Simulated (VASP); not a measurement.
Input of a VASP 6.6.1 run:

The input INCAR:

```
PREC = Accurate ; ENCUT = 500
EDIFF = 1E-6 ; ISMEAR = 0
SIGMA = 0.1 ; LREAL = False
LASPH = True ; NELM = 200
ALGO = Normal ; ISIF = 2
LWAVE = False ; LCHARG = True
ISPIN = 2 ; MAGMOM = 5 0
LORBIT = 11 ; LMAXMIX = 4
GGA = PE ; LELF = True
LVHAR = True ; NBANDS = 24
GGA_COMPAT = False
```

KPOINTS

```
regular mesh
0
Gamma
  12 12 12
```

POSCAR

```
MnHg
1.0
    3.3150000000      0.0000000000      0.0000000000
    0.0000000000      3.3150000000      0.0000000000
    0.0000000000      0.0000000000      3.3150000000
Mn Hg
1 1
Direct
    0.5000000000      0.5000000000      0.5000000000
    0.0000000000      0.0000000000      0.0000000000
```

Potentials or basis: VASP PAW PBE potentials, release 64 (Mn_pv, Hg).

Command:

```bash
$ cat potpaw_PBE.64/Mn_pv/POTCAR potpaw_PBE.64/Hg/POTCAR > POTCAR
$ mpirun -np 1 vasp_std > vasp.out
```

(1) Estimate the net moment.

(2) What does it give for the pressure?

Answers

(1) 3.93 μB per cell.

(2) 1.1 GPa.
